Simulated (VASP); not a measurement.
Write the native input for VASP 6.6.1 that does the following.

| Quantity | Value |
| --- | --- |
| Task | single point |
| Functional | LDA |
| Potentials or basis | VASP PAW LDA potentials, release 64 (Li_sv, Cl) |
| Cutoff | 520 eV |
| k mesh | 8 × 8 × 8 |
| Occupations | gaussian, width 0.01 eV |
| Spin | no spin polarisation |
| Dipole correction | no |
| Further INCAR settings | ALGO = Normal; EDIFF = 1e-06; NBANDS = 12 |

The structure of LiCl lies in POSCAR:

```
LiCl
1.0
    0.0000000000      2.3892463316      2.3892463316
    2.3892463316      0.0000000000      2.3892463316
    2.3892463316      2.3892463316      0.0000000000
Li Cl
1 1
Direct
    0.0000000000      0.0000000000      0.0000000000
    0.5000000000      0.5000000000      0.5000000000
```

One way to write it, as run:

INCAR

```
SYSTEM = LiCl
PREC = Accurate ; ENCUT = 520
EDIFF = 1E-6 ; ISMEAR = 0
SIGMA = 0.01 ; LREAL = .False.
LASPH = .True. ; NELM = 80
ALGO = Normal ; ISIF = 2
LWAVE = .False. ; LCHARG = .True.
GGA = CA ; LELF = .True.
LVHAR = .True. ; NBANDS = 12
```

KPOINTS

```
Automatic mesh
0
Gamma
  8 8 8
  0 0 0
```

Potentials or basis: VASP PAW LDA potentials, release 64 (Li_sv, Cl).

Command:

```console
$ cat potpaw_LDA.64/Li_sv/POTCAR potpaw_LDA.64/Cl/POTCAR > POTCAR
$ mpirun -np 1 vasp_std > vasp.out
```

It gave:

| Item | Value |
| --- | --- |
| Band gap on the k mesh | 6.62 eV, indirect (least direct gap 6.99 eV) |

Wall time 9 s on 1 thread of AMD EPYC 7R13 Processor (Zen 3) (shared host), peak memory 0.1 GiB.
